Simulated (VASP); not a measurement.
A run of VASP 6.6.1:

INCAR

```
  PREC = Accurate
  ENCUT = 880
  EDIFF = 1E-6
  ISMEAR = 0
  SIGMA = 0.1
  LREAL = F
  LASPH = T
  NELM = 120
  ALGO = Normal
  ISIF = 2
  LWAVE = F
  LCHARG = F
  GGA = PS
  NBANDS = 17
  GGA_COMPAT = F
```

File KPOINTS:

```
regular mesh
0
Gamma
  18 18 10
```

The input POSCAR:

```
LiRh
1.0
    2.6781705990      0.0000000000      0.0000000000
   -1.3390852995      2.3193637744      0.0000000000
    0.0000000000      0.0000000000      4.2740840578
Li Rh
1 1
Direct
    0.0000000000      0.0000000000      0.5000000000
    0.6666666667      0.3333333333      0.0000000000
```

Potentials or basis: VASP PAW PBE potentials, release 64 (Li_sv, Rh_sv_GW).

Launch:

```sh
$ cat potpaw_PBE.64/Li_sv/POTCAR potpaw_PBE.64/Rh_sv_GW/POTCAR > POTCAR
$ mpirun -np 1 vasp_std > vasp.out
```

Hardware: 1 thread of Intel(R) Xeon(R) 6975P-C (Granite Rapids), with other jobs on the host.

**Question.** How long does it take, and how much memory?

**Answer.** Run time: 110 s on 1 thread of Intel(R) Xeon(R) 6975P-C (Granite Rapids), on a shared host, peak memory 0.39 GiB. Counts: scf iterations 13, k points 222.
